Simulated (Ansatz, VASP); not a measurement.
# Sc2Ga4S in VASP and in Ansatz

```
CELL_PARAMETERS angstrom
3.97949 0.00000 0.00000
0.00000 3.97949 0.00000
0.00000 0.00000 8.46147
ATOMIC_POSITIONS crystal
Sc 0.50000 0.00000 0.71147
Sc 0.00000 0.50000 0.28853
Ga 0.50000 0.00000 0.22125
Ga 0.00000 0.50000 0.77875
Ga 0.50000 0.50000 0.00000
Ga 0.00000 0.00000 0.00000
S 0.50000 0.50000 0.50000
```

Change from the starting cell: species swapped into the Sm2CdSb4 type (P-4m2, No. 115).

Alike in both runs: functional PBE; k mesh 8 × 8 × 4; occupations gaussian, width 0.1 eV; no spin polarisation.

Ansatz relaxed the structure, and its values are those at the end. VASP's run is a single point on that final structure, the one shown.

|  | VASP | Ansatz |
| --- | --- | --- |
| version | VASP 6.6.1 | Ansatz 0.2.0 |
| potentials or method | VASP PAW PBE potentials, release 64 (Sc_sv, Ga_d, S), cutoff 520 eV | scalar-relativistic, plane waves, PAW |
| valence electrons in the cell | 80 | 80 |

```tsv
	VASP	Ansatz	Ansatz less VASP
gap on the k mesh at the Fermi level (eV)	none	none	-
pressure (GPa)	0.1	0.0	-0.08
rms of the force components (eV/Å)	0.004	0.000	-0.0040
```

A gap of «none» marks a metal or a gap that the smearing closes.
